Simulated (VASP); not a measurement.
# P (P6/mmm) in VASP: relaxation of cell and atoms with PBEsol

Aim: the relaxation of cell and atoms of P with PBEsol.

All numbers are computed with VASP 6.6.1; they aren't measurements. Logs are shortened: lines on timing, memory, paths and dates and some standing lists are left out, and cuts for length are marked.

### Step 1. The cell of the first run

The structure is hexagonal, space group P6/mmm (No. 191). Conventional cell: a = 4.016 Å, b = 4.016 Å, c = 2.351 Å, α = 90.00°, β = 90.00°, γ = 120.00°. Within 3.1 Å of P (site symmetry -6m2) lie 5 P at 2.32 to 2.35 Å.

This isn't the form of P at room conditions, which is orthorhombic.

### Step 2. Relaxation of cell and atoms, PBEsol

File INCAR:

```
SYSTEM = P
PREC = Accurate
ENCUT = 600
EDIFF = 1E-6
ISMEAR = 0
SIGMA = 0.1
LREAL = .FALSE.
LASPH = .TRUE.
NELM = 80
ALGO = Normal
ISIF = 3
LWAVE = .FALSE.
LCHARG = .FALSE.
GGA = PS
IBRION = 2
NSW = 100
EDIFFG = -0.01
```

File KPOINTS:

```
regular mesh
0
G
  18 18 24
  0 0 0
```

File POSCAR:

```
P
1.0
    4.0162832843      0.0000000000      0.0000000000
   -2.0081416421      3.4782033530      0.0000000000
    0.0000000000      0.0000000000      2.3505172375
P
2
Direct
    0.3333333333      0.6666666667      0.0000000000
    0.6666666667      0.3333333333      0.0000000000
```

Potentials or basis: VASP PAW PBE potentials, release 64 (P).

Command:

```sh
$ cat potpaw_PBE.64/P/POTCAR > POTCAR
$ mpirun -np 1 vasp_std > vasp.out
```

OUTCAR:

```text
SYSTEM = P
   PREC = Accurate
   ENCUT = 600
   EDIFF = 1E-6
   ISMEAR = 0
   LREAL = .FALSE.
   LASPH = .TRUE.
   NELM = 80
   ISIF = 3
   GGA = PS
   IBRION = 2
   NSW = 100
   EDIFFG = -0.01

 ion  position               nearest neighbor table
   1  0.333  0.667  0.000-   2 2.32   2 2.32   2 2.32
   2  0.667  0.333  0.000-   1 2.32   1 2.32   1 2.32

  LATTYP: Found a hexagonal cell.
 ALAT       =     4.0162832843
 C/A-ratio  =     0.5852468741

  Lattice vectors:

 A1 = (   4.0162832843,   0.0000000000,   0.0000000000)
 A2 = (  -2.0081416421,   3.4782033530,   0.0000000000)
 A3 = (   0.0000000000,   0.0000000000,   2.3505172375)

Analysis of symmetry for initial positions (statically):
=====================================================================
 Subroutine PRICEL returns:
 Original cell was already a primitive cell.

 Routine SETGRP: Setting up the symmetry group for a
 hexagonal supercell.

 Subroutine GETGRP returns: Found 24 space group operations
 (whereof 24 operations were pure point group operations)
 out of a pool of 24 trial point group operations.

The static configuration has the point symmetry D_6h.

Analysis of symmetry for dynamics (positions and initial velocities):
=====================================================================
 Subroutine PRICEL returns:
 Original cell was already a primitive cell.

 Routine SETGRP: Setting up the symmetry group for a
 hexagonal supercell.

 Subroutine GETGRP returns: Found 24 space group operations
 (whereof 24 operations were pure point group operations)
 out of a pool of 24 trial point group operations.

The dynamic configuration has the point symmetry D_6h.

 Subroutine INISYM returns: Found 24 space group operations
 (whereof 24 operations are pure point group operations),
 and found     1 'primitive' translations

----------------------------------------------------------------------------------------

                                     Primitive cell

  volume of cell :      32.8354

  direct lattice vectors                    reciprocal lattice vectors
     4.016283284  0.000000000  0.000000000     0.248986421  0.143752377  0.000000000
    -2.008141642  3.478203353  0.000000000     0.000000000  0.287504754  0.000000000
     0.000000000  0.000000000  2.350517238     0.000000000  0.000000000  0.425438275

  length of vectors
     4.016283284  4.016283284  2.350517238     0.287504754  0.287504754  0.425438275

  position of ions in fractional coordinates (direct lattice)
     0.333333333  0.666666667  0.000000000
     0.666666667  0.333333333  0.000000000

  ion indices of the primitive-cell ions
   primitive index   ion index
                 1           1
                 2           2

----------------------------------------------------------------------------------------

 KPOINTS: regular mesh

Automatic generation of k-mesh.
 Grid dimensions read from file:
 generate k-points for:   18   18   24

 Generating k-lattice:

  Cartesian coordinates                     Fractional coordinates (reciprocal lattice)
     0.013832579  0.007986243  0.000000000     0.055555556 -0.000000000  0.000000000
     0.000000000  0.015972486  0.000000000     0.000000000  0.055555556  0.000000000
     0.000000000  0.000000000  0.017726595     0.000000000  0.000000000  0.041666667

  Length of vectors
     0.015972486  0.015972486  0.017726595

  Shift w.r.t. Gamma in fractional coordinates (k-lattice)
     0.000000000  0.000000000  0.000000000

 Subroutine IBZKPT returns following result:
[... 50 lines left out ...]
   LREAL  =      F    real-space projection
   EDIFFG = -.1E-01   stopping-criterion for IOM
   NSW    =    100    number of steps for IOM
   IBRION =      2    ionic relax: 0-MD 1-quasi-New 2-CG
   NFREE  =      1    steps in history (QN), initial steepest desc. (CG)
   ISIF   =      3    stress and relaxation
   ISYM   =      2    0-nonsym 1-usesym 2-fastsym
   POTIM  = 0.5000    time-step for ionic-motion
   TEBEG  =    0.0;   TEEND  =   0.0 temperature during run
   PSTRESS=    0.0 pullay stress
   NELECT =      10.0000    total number of electrons
   NUPDOWN=      -1.0000    fix difference up-down
   EMIN   =  10.00;   EMAX   =-10.00  energy-range for DOS
   EFERMI =   0.00;   METHOD = LEGACY
   ISMEAR =     0;   SIGMA  =   0.10  broadening in eV -4-tet -1-fermi 0-gaus
   EFERMI_NEDOS =   21; number of points for ismear=-14 and -15
   IALGO  =     38    algorithm
   IMIX   =      4    mixing-type and parameters
     AMIX     =   0.40;   BMIX     =  1.00
     AMIX_MAG =   1.60;   BMIX_MAG =  1.00
  volume/ion in A,a.u.               =      16.42       110.79
  Fermi-wavevector in a.u.,A,eV,Ry     =   1.101439  2.081419 16.506161  1.213169
  Thomas-Fermi vector in A             =   2.237867
   LORBIT       =      0    0 simple, 1 ext, 2 COOP (PROOUT), +10 PAW based schemes
   GGA     = PS    functional components
   LHFCALC =     F    Hartree Fock is set to
   AEXX    =    0.0000 exact exchange contribution
   IVDW    =     0    specifies the selected vdW correction
   LEPSILON=     F    determine dielectric tensor
   LRPA    =     F    only Hartree local field effects (RPA)
 conjugate gradient relaxation of ions
 non-spin polarized calculation
 Gauss-broadening in eV      SIGMA  =   0.10
  energy-cutoff  :      600.00
  volume of cell :       32.84
 maximum number of plane-waves:      1125
   NGX = 17   NGY = 17   NGZ =  9

--------------------------------------- Ionic step        1  -------------------------------------------

 number of electron      10.0000000 magnetization

 number of electron       9.9999999 magnetization

 Free energy of the ion-electron system (eV)
  ---------------------------------------------------
  ext. energy  EPLUGINS =         0.00000000
  ---------------------------------------------------
  free energy    TOTEN  =       -11.10180465 eV

  energy without entropy =      -11.09654315  energy(sigma->0) =      -11.09917390

------------------------ aborting loop because EDIFF is reached ----------------------------------------

  FORCE on cell =-STRESS in cart. coord.  units (eV):
  Direction    XX          YY          ZZ          XY          YZ          ZX
  --------------------------------------------------------------------------------------
  -------------------------------------------------------------------------------------
  Total        0.2980636      0.2980636     -0.4992783      0.0000000      0.0000000     -0.0000000
  in kB       14.5437631     14.5437631    -24.3618630      0.0000000      0.0000000     -0.0000000
  external PRESSURE =       1.5752211 kB  Pullay stress =       0.0000000 kB

 VOLUME and BASIS-vectors are now :
 -----------------------------------------------------------------------------
  energy-cutoff  :      600.00
  volume of cell :       32.84
      direct lattice vectors                 reciprocal lattice vectors
     4.016283284  0.000000000  0.000000000     0.248986421  0.143752377  0.000000000
    -2.008141642  3.478203353  0.000000000     0.000000000  0.287504754  0.000000000
     0.000000000  0.000000000  2.350517238     0.000000000  0.000000000  0.425438275

 POSITION                                       TOTAL-FORCE (eV/Angst)
 -----------------------------------------------------------------------------------
     -0.00000      2.31880      0.00000         0.000000     -0.000000      0.000000
      2.00814      1.15940      0.00000        -0.000000      0.000000      0.000000
 -----------------------------------------------------------------------------------
    total drift:                               -0.000000      0.000000     -0.000000

  FREE ENERGIE OF THE ION-ELECTRON SYSTEM (eV)
  ---------------------------------------------------
  free  energy   TOTEN  =       -11.1018046536 eV

  energy  without entropy=      -11.0965431471  energy(sigma->0) =      -11.09917390

--------------------------------------- Ionic step        2  -------------------------------------------

 number of electron      10.0000000 magnetization

 Free energy of the ion-electron system (eV)
  ---------------------------------------------------
  ext. energy  EPLUGINS =         0.00000000
  ---------------------------------------------------
  free energy    TOTEN  =       -11.10689326 eV

  energy without entropy =      -11.10166010  energy(sigma->0) =      -11.10427668

 E-fermi :   8.3938     XC(G=0): -10.5842

 val. band max:        8.3885958279   @ k =   0.1111   0.0556   0.5000
 cond. band min:       8.3938399684   @ k =   0.1667   0.0556   0.0833
 fundamental gap:      0.0052441405
 Fermi energy:         8.3938376277

 k-point     1 :       0.0000    0.0000    0.0000
  band No.  band energies     occupation
      1      -8.4387      2.00000
      2      -0.2620      2.00000
      3       1.9573      2.00000
      4       1.9573      2.00000
      5       6.8994      2.00000
      6       6.8994      2.00000
      7      12.3584      0.00000
      8      15.1529      0.00000
      9      17.7861      0.00000
[... 265 lines left out ...]
 k-point    24 :       0.3889    0.1111    0.0000
  band No.  band energies     occupation
      1      -6.7868      2.00000
      2      -4.8635      2.00000
      3       0.5398      2.00000
      4       4.4351      2.00000
      5       9.3583      0.00000
      6      12.2679      0.00000
      7      12.7234      0.00000
      8      16.1608      0.00000
      9      16.3673      0.00000

 [... further k-points ...]
[... 5 lines left out ...]
  --------------------------------------------------------------------------------------
  -------------------------------------------------------------------------------------
  Total       -0.0001541     -0.0001541     -0.0147266     -0.0000000      0.0000000     -0.0000000
  in kB       -0.0075038     -0.0075038     -0.7169854     -0.0000000      0.0000000     -0.0000000
  external PRESSURE =      -0.2439977 kB  Pullay stress =       0.0000000 kB

 VOLUME and BASIS-vectors are now :
 -----------------------------------------------------------------------------
  energy-cutoff  :      600.00
  volume of cell :       32.91
      direct lattice vectors                 reciprocal lattice vectors
     4.045159115  0.000000000 -0.000000000     0.247209064  0.142726220 -0.000000000
    -2.022579558  3.503210556  0.000000000    -0.000000000  0.285452440  0.000000000
     0.000000000  0.000000000  2.322209361     0.000000000 -0.000000000  0.430624395

 POSITION                                       TOTAL-FORCE (eV/Angst)
 -----------------------------------------------------------------------------------
     -0.00000      2.33547      0.00000        -0.000000      0.000000      0.000000
      2.02258      1.16774     -0.00000         0.000000      0.000000     -0.000000
 -----------------------------------------------------------------------------------
    total drift:                               -0.000000      0.000000     -0.000000

  FREE ENERGIE OF THE ION-ELECTRON SYSTEM (eV)
  ---------------------------------------------------
  free  energy   TOTEN  =       -11.1068932623 eV

  energy  without entropy=      -11.1016600961  energy(sigma->0) =      -11.10427668

 reached required accuracy - stopping structural energy minimisation
```

Wall time 1.7 min (1 thread of Intel Xeon Platinum 8259CL at 2.50GHz (Skylake/Cascade Lake), shared host); peak memory 0.26 GiB.

What came out:

```
Free energy                           : -11.1069 eV
Relaxed volume                        : 16.45 Å³/atom
Relaxed cell                          : a = 4.045 Å, b = 4.045 Å, c = 2.322 Å, α = 90.00°, β = 90.00°, γ = 120.00°
Space group after relaxing (to 0.1 Å) : P6/mmm (No. 191)
Energy gained by relaxing             : 2.5 meV/atom
Ionic steps                           : 2
Pressure after relaxing               : 0.0 GPa
Band gap on the k mesh                : zero (bands 5 and 6 overlap by 3.75 eV)
```

The path:
| step | energy change (eV) | largest force (eV/Å) | pressure (GPa) | volume (Å³) |
| --- | --- | --- | --- | --- |
| 1 | 0.0000 | 0.0000 | 0.16 | 32.84 |
| 2 | -0.0051 | 0.0000 | -0.02 | 32.91 |

Final structure:
```
P
1.0
     4.04516    0.00000    0.00000
    -2.02258    3.50321    0.00000
     0.00000    0.00000    2.32221
P
2
Direct
  0.33333 0.66667 0.00000
  0.66667 0.33333 0.00000
```

Caveat: the PAW data sets were made with another functional, which shifts forces and pressure a little.
